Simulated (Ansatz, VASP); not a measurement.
**Two plane-wave programs on Cl**

The input INCAR:

```
  PREC = Accurate
  ENCUT = 520
  EDIFF = 1E-8
  ISMEAR = -1
  SIGMA = 0.02
  LREAL = False
  LASPH = True
  NELM = 100
  ALGO = Normal
  ISIF = 2
  LWAVE = False
  LCHARG = False
  GGA = PE
  LEFG = True
  NBANDS = 22
```

KPOINTS

```
Automatic mesh
0
Gamma
  8 8 4
```

Contents of POSCAR:

```
Cl
1.0
    3.1200000000     -2.2400000000      0.0000000000
    3.1200000000      2.2400000000      0.0000000000
    0.0000000000      0.0000000000      8.2600000000
Cl
4
Direct
    0.1300000000      0.8700000000      0.1000000000
    0.6300000000      0.3700000000      0.4000000000
    0.8700000000      0.1300000000      0.9000000000
    0.3700000000      0.6300000000      0.6000000000
```

Input for Ansatz:

```yaml
crystal:
  lattice:
    - [3.12, -2.24, 0.0]
    - [3.12, 2.24, 0.0]
    - [0.0, 0.0, 8.26]
  atoms:
    - { symbol: Cl, position: [0.13, 0.87, 0.1] }
    - { symbol: Cl, position: [0.63, 0.37, 0.4] }
    - { symbol: Cl, position: [0.87, 0.13, 0.9] }
    - { symbol: Cl, position: [0.37, 0.63, 0.6] }
kpoints:
  mp_grid: { grid: [8, 8, 4] }
  band_path:
    path:
      - [0.0, 0.0, 0.0]
      - [0.5, 0.5, 0.0]
      - [0.3788625904, 0.6211374096, 0.0]
      - [-0.3788625904, 0.3788625904, 0.0]
      - [0.0, 0.0, 0.0]
      - [0.0, 0.0, 0.5]
      - [-0.3788625904, 0.3788625904, 0.5]
      - [0.3788625904, 0.6211374096, 0.5]
      - [0.5, 0.5, 0.5]
    npoints: 8
scf:
  occupations: { method: fermi_dirac, width: 0.02 }
hamiltonian:
  xc: pbe
  pseudopotentials: { kind: paw }
output:
  forces: true
  stress: true
  eigenvalues: true
  efg: { contact_densities: true }
  populations: true
  bader: true
  dos: { projected: true, de: 0.2, e_range: [-14, 8] }
```

Alike in both runs: task electric field gradients; functional PBE; k mesh 8 × 8 × 4; occupations fermi-dirac, width 0.02 eV; no spin polarisation.

```csv
,VASP,Ansatz
version,VASP 6.6.1,Ansatz 0.2.0
potentials or method,"VASP PAW PBE potentials, release 64 (Cl)","PAW with Ansatz's default frozen-core files, scalar-relativistic"
plane-wave cutoff (eV),520,420
valence electrons in the cell,28,28
```

|  | VASP | Ansatz | Ansatz less VASP |
| --- | --- | --- | --- |
| gap on the k mesh at the Fermi level (eV) | 2.49 | 2.44 | -0.044 |
| pressure (GPa) | 0.2 | 0.5 | +0.37 |
| traceless stress, the component that is largest in VASP (GPa) | 1.16 | 0.85 | -0.311 |
| rms of the force components (eV/Å) | 0.146 | 0.065 | -0.0812 |
| size of Vzz on the site where it differs most (V/Å²) | 538.7 | 550.4 | +11.67 |

Atom by atom the forces differ by 0.103 eV/Å (rms over components).
